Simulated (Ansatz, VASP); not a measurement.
# Two plane-wave programs on Sr

```
Sr
1.0
     0.00000    2.96686    2.96686
     2.96686    0.00000    2.96686
     2.96686    2.96686    0.00000
Sr
1
Direct
  0.00000 0.00000 0.00000
```

Alike in both runs: functional PBEsol; k mesh 12 × 12 × 12; occupations fermi-dirac, width 0.08 eV; no spin polarisation.

Ansatz relaxed the structure, and its values are those at the end. VASP's run is a single point on that final structure, the one shown.

```csv
,VASP,Ansatz
version,VASP 6.6.1,Ansatz 0.2.0
potentials or method,"VASP PAW PBE potentials, release 64 (Sr_sv)","PAW with Ansatz's default frozen-core files, scalar-relativistic"
plane-wave cutoff (eV),520,420
valence electrons in the cell,10,10
```

```csv
,VASP,Ansatz,Ansatz less VASP
pressure (GPa),0.0,0.0,-0.01
```

VASP's potentials were made for PBE, not for PBEsol. With one functional, cell and mesh, what is left measures potentials, basis and numerics.
